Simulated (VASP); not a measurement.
# Li2TiO2 (P6/mmm) in VASP: notebook

Runs on Li2TiO2. Level: PBE. Tasks: single point, relaxation of cell and atoms.

Everything below comes from runs of VASP 6.6.1. Logs are shortened: lines on timing, memory, paths and dates and some standing lists are left out, and cuts for length are marked.

## 1. The cell of the first run

It takes space group P6/mmm (No. 191, hexagonal). The conventional cell has a = 3.914 Å, b = 3.914 Å, c = 3.675 Å, α = 90.00°, β = 90.00°, γ = 120.00°. Li (site symmetry -6m2) has 2 O at 1.84 Å and 3 Li at 2.26 Å within 2.4 Å. Within 3.0 Å of Ti (site symmetry 6/mmm) lie 6 O at 2.26 Å and 12 Li at 2.91 Å. O (site symmetry -6m2) has 2 Li at 1.84 Å and 3 Ti at 2.26 Å and 3 O at 2.26 Å within 2.4 Å.

## 2. Single point, PBE

INCAR

```
SYSTEM = Li2TiO2
ALGO     = Normal         ! electronic algorithm
EDIFF    = 1E-6           ! SCF threshold, eV
ENCUT    = 520            ! plane-wave cutoff, eV
GGA      = PE             ! functional
ISIF     = 2              ! what is computed and relaxed
ISMEAR   = 0              ! smearing method
LASPH    = .True.         ! aspherical terms in the spheres
LCHARG   = .True.         ! write CHGCAR
LELF     = .True.         ! ELF
LREAL    = .False.        ! projectors in reciprocal space
LVHAR    = .True.       
LWAVE    = .False.        ! write WAVECAR
NBANDS   = 23             ! bands
NELM     = 60             ! most SCF steps
PREC     = Accurate       ! precision mode
SIGMA    = 0.1            ! smearing width, eV
```

KPOINTS

```
k-points
0
Gamma
  12 12 10
  0 0 0
```

POSCAR

```
Li2TiO2
1.0
    3.9144946454      0.0000000000      0.0000000000
   -1.9572473227      3.3900518059      0.0000000000
    0.0000000000      0.0000000000      3.6753308926
Li Ti O
2 1 2
Direct
    0.3333333333      0.6666666667      0.0000000000
    0.6666666667      0.3333333333      0.0000000000
    0.0000000000      0.0000000000      0.5000000000
    0.3333333333      0.6666666667      0.5000000000
    0.6666666667      0.3333333333      0.5000000000
```

Potentials or basis: VASP PAW PBE potentials, release 64 (Li_sv, Ti_sv, O).

On the command line:

```console
$ cat potpaw_PBE.64/Li_sv/POTCAR potpaw_PBE.64/Ti_sv/POTCAR potpaw_PBE.64/O/POTCAR > POTCAR
$ mpirun -np 1 vasp_std > vasp.out
```

OUTCAR:

```text
SYSTEM = Li2TiO2
   EDIFF = 1E-6
   ENCUT = 520
   GGA = PE
   ISIF = 2
   ISMEAR = 0
   LASPH = .True.
   LREAL = .False.
   NELM = 60
   PREC = Accurate

 ion  position               nearest neighbor table
   1  0.333  0.667  0.000-   4 1.84   4 1.84   2 2.26   2 2.26   2 2.26
   2  0.667  0.333  0.000-   5 1.84   5 1.84   1 2.26   1 2.26   1 2.26
   3  0.000  0.000  0.500-   4 2.26   5 2.26   5 2.26   4 2.26   5 2.26   4 2.26
   4  0.333  0.667  0.500-   1 1.84   1 1.84   3 2.26   3 2.26   3 2.26
   5  0.667  0.333  0.500-   2 1.84   2 1.84   3 2.26   3 2.26   3 2.26

  LATTYP: Found a hexagonal cell.
 ALAT       =     3.9144946454
 C/A-ratio  =     0.9389030323

  Lattice vectors:

 A1 = (   3.9144946454,   0.0000000000,   0.0000000000)
 A2 = (  -1.9572473227,   3.3900518059,   0.0000000000)
 A3 = (   0.0000000000,   0.0000000000,   3.6753308926)

Analysis of symmetry for initial positions (statically):
=====================================================================
 Subroutine PRICEL returns:
 Original cell was already a primitive cell.

 Routine SETGRP: Setting up the symmetry group for a
 hexagonal supercell.

 Subroutine GETGRP returns: Found 24 space group operations
 (whereof 24 operations were pure point group operations)
 out of a pool of 24 trial point group operations.

The static configuration has the point symmetry D_6h.

Analysis of symmetry for dynamics (positions and initial velocities):
=====================================================================
 Subroutine PRICEL returns:
 Original cell was already a primitive cell.

 Routine SETGRP: Setting up the symmetry group for a
 hexagonal supercell.

 Subroutine GETGRP returns: Found 24 space group operations
 (whereof 24 operations were pure point group operations)
 out of a pool of 24 trial point group operations.

The dynamic configuration has the point symmetry D_6h.

 Subroutine INISYM returns: Found 24 space group operations
 (whereof 24 operations are pure point group operations),
 and found     1 'primitive' translations

----------------------------------------------------------------------------------------

                                     Primitive cell

  volume of cell :      48.7729

  direct lattice vectors                    reciprocal lattice vectors
     3.914494645  0.000000000  0.000000000     0.255460817  0.147490371  0.000000000
    -1.957247323  3.390051806  0.000000000     0.000000000  0.294980743  0.000000000
     0.000000000  0.000000000  3.675330893     0.000000000  0.000000000  0.272084345

  length of vectors
     3.914494645  3.914494645  3.675330893     0.294980743  0.294980743  0.272084345

  position of ions in fractional coordinates (direct lattice)
     0.333333333  0.666666667  0.000000000
     0.666666667  0.333333333  0.000000000
     0.000000000  0.000000000  0.500000000
     0.333333333  0.666666667  0.500000000
     0.666666667  0.333333333  0.500000000

  ion indices of the primitive-cell ions
   primitive index   ion index
                 1           1
                 2           2
                 3           3
                 4           4
                 5           5

----------------------------------------------------------------------------------------

 KPOINTS: k-points

Automatic generation of k-mesh.
 Grid dimensions read from file:
 generate k-points for:   12   12   10

 Generating k-lattice:

  Cartesian coordinates                     Fractional coordinates (reciprocal lattice)
     0.021288401  0.012290864  0.000000000     0.083333333  0.000000000  0.000000000
     0.000000000  0.024581729  0.000000000     0.000000000  0.083333333  0.000000000
     0.000000000  0.000000000  0.027208435     0.000000000  0.000000000  0.100000000

  Length of vectors
     0.024581729  0.024581729  0.027208435

  Shift w.r.t. Gamma in fractional coordinates (k-lattice)
     0.000000000  0.000000000  0.000000000

 Subroutine IBZKPT returns following result:
 ===========================================

 Found    114 irreducible k-points:

 Following reciprocal coordinates:
            Coordinates               Weight
  0.000000  0.000000  0.000000      1.000000
  0.083333 -0.000000  0.000000      6.000000
  0.166667  0.000000  0.000000      6.000000
  0.250000  0.000000  0.000000      6.000000
  0.333333 -0.000000  0.000000      6.000000
  0.416667  0.000000  0.000000      6.000000
[... 16 lines left out ...]
  0.250000  0.000000  0.100000     12.000000
  0.333333 -0.000000  0.100000     12.000000
 [... further k-points ...]
   k-points           NKPTS =    114   k-points in BZ     NKDIM =    114   number of bands    NBANDS=     23
   number of dos      NEDOS =    301   number of ions     NIONS =      5
   total plane-waves  NPLWV =  25200
   dimension x,y,z NGX =    30 NGY =   30 NGZ =   28
   dimension x,y,z NGXF=    60 NGYF=   60 NGZF=   56
   ions per type =               2   1   2
[... 82 lines left out ...]
      1     -51.9159      2.00000
      2     -39.9223      2.00000
      3     -39.7392      2.00000
      4     -28.1068      2.00000
      5     -28.1032      2.00000
      6     -28.1003      2.00000
[... 15 lines left out ...]
     22      12.8224      0.00000
     23      14.5055      0.00000

 k-point     3 :       0.1667    0.0000    0.0000
  band No.  band energies     occupation
      1     -51.9154      2.00000
      2     -39.9141      2.00000
      3     -39.7475      2.00000
      4     -28.1130      2.00000
      5     -28.1062      2.00000
      6     -28.1021      2.00000
[... 15 lines left out ...]
     22      12.1713      0.00000
     23      15.1980      0.00000

 k-point     4 :       0.2500    0.0000    0.0000
  band No.  band energies     occupation
      1     -51.9148      2.00000
      2     -39.9012      2.00000
      3     -39.7603      2.00000
      4     -28.1263      2.00000
      5     -28.1054      2.00000
      6     -28.1046      2.00000
[... 15 lines left out ...]
     22      11.6600      0.00000
     23      15.6653      0.00000

 k-point     5 :       0.3333   -0.0000    0.0000
  band No.  band energies     occupation
      1     -51.9142      2.00000
      2     -39.8854      2.00000
      3     -39.7762      2.00000
      4     -28.1395      2.00000
      5     -28.1070      2.00000
      6     -28.1046      2.00000
[... 15 lines left out ...]
     22      11.2916      0.00000
     23      15.9155      0.00000

 k-point     6 :       0.4167    0.0000    0.0000
  band No.  band energies     occupation
      1     -51.9138      2.00000
      2     -39.8699      2.00000
      3     -39.7916      2.00000
      4     -28.1491      2.00000
      5     -28.1089      2.00000
      6     -28.1040      2.00000
[... 15 lines left out ...]
     22      11.0685      0.00000
     23      15.6608      0.00000

 k-point     7 :       0.5000    0.0000    0.0000
  band No.  band energies     occupation
      1     -51.9136      2.00000
      2     -39.8624      2.00000
      3     -39.7991      2.00000
      4     -28.1527      2.00000
      5     -28.1095      2.00000
      6     -28.1038      2.00000
[... 353 lines left out ...]
     22      13.2088      0.00000
     23      13.9806      0.00000

 k-point    21 :       0.0833   -0.0000    0.1000
  band No.  band energies     occupation
      1     -51.9157      2.00000
      2     -39.9221      2.00000
      3     -39.7390      2.00000
      4     -28.1096      2.00000
      5     -28.1029      2.00000
      6     -28.1000      2.00000
[... 15 lines left out ...]
     22      12.7358      0.00000
     23      14.4732      0.00000

 k-point    22 :       0.1667    0.0000    0.1000
  band No.  band energies     occupation
      1     -51.9153      2.00000
      2     -39.9138      2.00000
      3     -39.7473      2.00000
      4     -28.1127      2.00000
      5     -28.1090      2.00000
      6     -28.1018      2.00000
[... 15 lines left out ...]
     22      12.1511      0.00000
     23      15.1158      0.00000

 k-point    23 :       0.2500    0.0000    0.1000
  band No.  band energies     occupation
      1     -51.9147      2.00000
      2     -39.9009      2.00000
      3     -39.7601      2.00000
      4     -28.1261      2.00000
      5     -28.1082      2.00000
      6     -28.1043      2.00000
[... 15 lines left out ...]
     22      11.6849      0.00000
     23      15.6168      0.00000

 k-point    24 :       0.3333   -0.0000    0.1000
  band No.  band energies     occupation
      1     -51.9141      2.00000
      2     -39.8851      2.00000
      3     -39.7760      2.00000
      4     -28.1394      2.00000
      5     -28.1075      2.00000
      6     -28.1068      2.00000
[... 15 lines left out ...]
     22      11.3506      0.00000
     23      15.6419      0.00000

 [... further k-points ...]

------------------------ aborting loop because EDIFF is reached ----------------------------------------

  FORCE on cell =-STRESS in cart. coord.  units (eV):
  Direction    XX          YY          ZZ          XY          YZ          ZX
  --------------------------------------------------------------------------------------
  -------------------------------------------------------------------------------------
  Total        0.0403671      0.0403671      0.1265451      0.0000000      0.0000000      0.0000000
  in kB        1.3260486      1.3260486      4.1569767      0.0000000      0.0000000      0.0000000
  external PRESSURE =       2.2696913 kB  Pullay stress =       0.0000000 kB

 VOLUME and BASIS-vectors are now :
 -----------------------------------------------------------------------------
  energy-cutoff  :      520.00
  volume of cell :       48.77
      direct lattice vectors                 reciprocal lattice vectors
     3.914494645  0.000000000  0.000000000     0.255460817  0.147490371  0.000000000
    -1.957247323  3.390051806  0.000000000     0.000000000  0.294980743  0.000000000
     0.000000000  0.000000000  3.675330893     0.000000000  0.000000000  0.272084345

 POSITION                                       TOTAL-FORCE (eV/Angst)
 -----------------------------------------------------------------------------------
     -0.00000      2.26003      0.00000        -0.000000      0.000000      0.000000
      1.95725      1.13002      0.00000         0.000000     -0.000000      0.000000
      0.00000      0.00000      1.83767        -0.000000      0.000000      0.000000
     -0.00000      2.26003      1.83767        -0.000000      0.000000     -0.000000
      1.95725      1.13002      1.83767         0.000000      0.000000      0.000000
 -----------------------------------------------------------------------------------
    total drift:                               -0.000000      0.000000     -0.000000

  FREE ENERGIE OF THE ION-ELECTRON SYSTEM (eV)
  ---------------------------------------------------
  free  energy   TOTEN  =       -28.1921056005 eV

  energy  without entropy=      -28.1838076700  energy(sigma->0) =      -28.18795664
```

Wall time 69 s (1 thread of Intel Xeon 6975P-C (Granite Rapids), shared host); peak memory 0.25 GiB.

Results:

* Free energy: -28.1921 eV
* Band gap on the k mesh: zero (band 15 reaches 6.09 eV, above the bottom of band 16 at 5.75 eV)

Levels at points of the mesh, in eV from the Fermi level:
| k point | band 12 | band 13 | band 14 | band 15 | band 16 | band 17 | band 18 | band 19 |
| --- | --- | --- | --- | --- | --- | --- | --- | --- |
| (0.00, 0.00, 0.00) | -2.76 | -2.15 | -1.69 | -1.69 | 0.93 | 0.93 | 3.05 | 3.49 |
| (0.50, 0.00, 0.00) | -3.71 | -2.19 | -1.95 | -1.58 | 0.78 | 1.53 | 1.68 | 3.30 |
| (0.00, 0.00, 0.50) | -2.17 | -1.49 | -1.49 | 0.18 | 0.18 | 1.41 | 2.16 | 3.50 |
| (0.50, 0.00, 0.50) | -3.57 | -2.12 | -1.73 | -0.50 | 0.52 | 1.30 | 1.54 | 1.71 |

Caveat: the cutoff is under 1.25 times the usual one of these potentials, so pressure, stress and relaxed cells hold a basis-set (Pulay) error.

## 3. Single point, PBE, collinear spin, ferromagnetic start

INCAR

```
SYSTEM = Li2TiO2
  PREC = Accurate
  ENCUT = 520
  EDIFF = 1E-7
  ISMEAR = 0
  SIGMA = 0.1
  LREAL = .FALSE.
  LASPH = .TRUE.
  NELM = 150
  ALGO = Normal
  ISIF = 2
  LWAVE = .FALSE.
  LCHARG = .FALSE.
  ISPIN = 2
  MAGMOM = 0 0 1 0 0
  LORBIT = 11
  LMAXMIX = 4
  GGA = PE
  NBANDS = 27
```

KPOINTS

```
regular mesh
0
G
  6 6 6
  0 0 0
```

POSCAR

```
Li2TiO2
1.0
    3.9089645726     -0.0000000027      0.0000000000
   -1.9544822840      3.3852626237      0.0000000000
    0.0000000000      0.0000000000      3.6897460801
Li Ti O
2 1 2
Direct
    0.3333333333      0.6666666667      0.2409539430
    0.6666666667      0.3333333333      0.2409539430
    0.0000000000      0.0000000000     -0.2590357232
    0.3333333333      0.6666666667      0.7409551136
    0.6666666667      0.3333333333      0.7409551136
```

Potentials or basis: VASP PAW PBE potentials, release 64 (Li_sv, Ti_sv, O).

On the command line:

```console
$ cat potpaw_PBE.64/Li_sv/POTCAR potpaw_PBE.64/Ti_sv/POTCAR potpaw_PBE.64/O/POTCAR > POTCAR
$ mpirun -np 1 vasp_std > vasp.out
```

Wall time 48 s (1 thread of Intel Xeon 6975P-C (Granite Rapids), shared host); peak memory 0.21 GiB.

Results (log left out):

```
Free energy                                           : -28.1902 eV
Band gap on the k mesh                                : zero (filled and empty bands overlap)
Net moment                                            : 0.00 μB per cell
Valence electrons inside the program's atomic spheres : Li 2.14; Ti 9.99; O 4.99
```

Levels at points of the mesh, in eV from the Fermi level:
Spin up:
```csv
k point,band 11,band 12,band 13,band 14,band 15,band 16,band 17,band 18,band 19,band 20
"(0.00, 0.00, 0.00)",-5.28,-2.65,-2.05,-1.59,-1.59,1.01,1.01,3.14,3.59,3.59
"(0.50, 0.00, 0.00)",-4.84,-3.61,-2.11,-1.85,-1.49,0.85,1.62,1.77,3.40,4.02
"(0.00, 0.00, 0.50)",-5.50,-2.08,-1.39,-1.39,0.28,0.28,1.47,2.24,3.59,3.59
"(0.50, 0.00, 0.50)",-4.78,-3.48,-2.04,-1.64,-0.40,0.62,1.40,1.61,1.78,3.41
```
Spin down:
```csv
k point,band 13,band 14,band 15,band 16,band 17,band 18
"(0.00, 0.00, 0.00)",-2.05,-1.59,-1.59,1.01,1.01,3.14
"(0.50, 0.00, 0.00)",-2.11,-1.85,-1.49,0.85,1.62,1.77
"(0.00, 0.00, 0.50)",-1.39,-1.39,0.28,0.28,1.47,2.24
"(0.50, 0.00, 0.50)",-2.04,-1.64,-0.40,0.62,1.40,1.61
```

Caveat: the cutoff is under 1.25 times the usual one of these potentials, so pressure, stress and relaxed cells hold a basis-set (Pulay) error.

## 4. Relaxation of cell and atoms, PBE

INCAR

```
SYSTEM = Li2TiO2
ALGO = Normal
EDIFF = 1E-6
EDIFFG = -0.01
ENCUT = 600
GGA = PE
IBRION = 2
ISIF = 3
ISMEAR = 0
LASPH = .TRUE.
LCHARG = .FALSE.
LREAL = .FALSE.
LWAVE = .FALSE.
NELM = 100
NSW = 100
PREC = Accurate
SIGMA = 0.1
```

KPOINTS

```
k-points
0
G
  12 12 10
  0 0 0
```

POSCAR

```
Li2TiO2
1.0
    3.9089645726      0.0000000000      0.0000000000
   -1.9544822863      3.3852626224      0.0000000000
    0.0000000000      0.0000000000      3.6897460801
Li Ti O
2 1 2
Direct
    0.3333333333      0.6666666667      0.0000000000
    0.6666666667      0.3333333333      0.0000000000
    0.0000000000      0.0000000000      0.5000000000
    0.3333333333      0.6666666667      0.5000000000
    0.6666666667      0.3333333333      0.5000000000
```

On the command line:

```console
$ cat potpaw_PBE.64/Li_sv/POTCAR potpaw_PBE.64/Ti_sv/POTCAR potpaw_PBE.64/O/POTCAR > POTCAR
$ mpirun -np 1 vasp_std > vasp.out
```

Run time: 95 s. Hardware: 1 thread of Intel Xeon 6975P-C (Granite Rapids), shared host; peak memory 0.27 GiB.

It converged, with:

```yaml
Free_energy: -28.1973 eV
Relaxed_volume: 9.75 Å³/atom
Relaxed_cell: a = 3.912 Å, b = 3.912 Å, c = 3.680 Å, α = 90.00°, β = 90.00°, γ = 120.00°
Space_group_after_relaxing_to_0.05_Å: P6/mmm (No. 191)
Energy_gained_by_relaxing: 0.1 meV/atom
Ionic_steps: 3
Pressure_after_relaxing: 0.0 GPa
Band_gap_on_the_k_mesh: zero (band 15 reaches 6.10 eV, above the bottom of band 16 at 5.75 eV)
```

Stress tensor (GPa, compression positive):
```
 0.06  0.00  0.00
 0.00  0.06  0.00
 0.00  0.00 -0.02
```

Step by step:
```csv
step,energy change (eV),largest force (eV/Å),pressure (GPa),volume (Å³)
1,0.0000,0.0000,-0.08,48.83
2,-0.0003,0.0000,0.04,48.79
3,-0.0003,0.0000,0.04,48.77
```

Final structure:
```
Li Ti O
1.0
     3.91222    0.00000    0.00000
    -1.95611    3.38808    0.00000
     0.00000    0.00000    3.67964
Li Ti O
2 1 2
Direct
  0.33333 0.66667 0.00000
  0.66667 0.33333 0.00000
  0.00000 0.00000 0.50000
  0.33333 0.66667 0.50000
  0.66667 0.33333 0.50000
```

Levels at points of the mesh, in eV from the Fermi level:
```tsv
k point	band 12	band 13	band 14	band 15	band 16	band 17	band 18	band 19
(0.00, 0.00, 0.00)	-2.75	-2.15	-1.68	-1.68	0.93	0.93	3.05	3.50
(0.50, 0.00, 0.00)	-3.71	-2.19	-1.94	-1.58	0.77	1.54	1.69	3.31
(0.00, 0.00, 0.50)	-2.17	-1.48	-1.48	0.19	0.19	1.40	2.15	3.51
(0.50, 0.00, 0.50)	-3.57	-2.12	-1.73	-0.50	0.52	1.30	1.54	1.71
```

Caveat: the cutoff is under 1.25 times the usual one of these potentials, so pressure, stress and relaxed cells hold a basis-set (Pulay) error.

## 5. The runs side by side

| task | spin | cell | k mesh | cutoff (eV) | gap on the mesh (eV) |
| --- | --- | --- | --- | --- | --- |
| single point | off | a = 3.914, b = 3.914, c = 3.675 Å, angles 90.0, 90.0, 120.0°, 5 atoms | 12 × 12 × 10 | 520 | none |
| single point | collinear, ferromagnetic start | a = 3.909, b = 3.909, c = 3.690 Å, angles 90.0, 90.0, 120.0°, 5 atoms | 6 × 6 × 6 | 520 | none |
| relaxation of cell and atoms | off | relaxed from a = 3.909, b = 3.909, c = 3.690 Å, angles 90.0, 90.0, 120.0°, 5 atoms | 12 × 12 × 10 | 600 | none |

Alike in all rows: level PBE; potentials or basis VASP PAW PBE potentials, release 64 (Li_sv, Ti_sv, O); smearing gaussian 0.1 eV.

Caveats: the cutoff is under 1.25 times the usual one of these potentials, so pressure, stress and relaxed cells hold a basis-set (Pulay) error.

Total energies depend on the potentials used, so only differences within one code and one set of settings carry meaning.
